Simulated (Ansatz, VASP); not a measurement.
Mg3Se4: VASP beside Ansatz

```xyz
7
Lattice="4.5149 -5.4466 0.0000 4.5149 5.4466 0.0000 0.0000 0.0000 3.1458" Properties=species:S:1:pos:R:3 pbc="T T T"
Mg    2.2575   -2.7233    1.5729
Mg    2.2575    2.7233    1.5729
Mg    0.0000    0.0000    0.0000
Se    2.1763    0.0000    1.5729
Se    6.8535    0.0000    1.5729
Se    4.5149   -2.6852    0.0000
Se    4.5149    2.6852    0.0000
```

Change from the starting cell: species swapped into the Zr3S4 type (Cmmm, No. 65).

Alike in both runs: task relaxation of cell and atoms; functional PBE; k mesh 6 × 6 × 10; occupations gaussian, width 0.1 eV; no spin polarisation.

|  | VASP | Ansatz |
| --- | --- | --- |
| version | VASP 6.6.1 | Ansatz 0.2.0 |
| potentials or method | VASP PAW PBE potentials, release 64 (Mg, Se), cutoff 600 eV | scalar-relativistic, plane waves, PAW |
| valence electrons in the cell | 30 | 94 |

|  | VASP | Ansatz | Ansatz less VASP |
| --- | --- | --- | --- |
| gap on the k mesh at the Fermi level, each at its own relaxed structure (eV) | none | none | - |
| relaxed volume (Å³/atom) | 22.56 | 22.59 | +0.033 |
| relaxed cell length with the largest relative difference (Å) | 7.048 | 7.053 | +0.0047 |

A gap of «none» marks a metal or a gap that the smearing closes. VASP's potentials hold 30 valence electrons a cell and Ansatz's 94, so a difference there can come from the potentials and not from the codes.
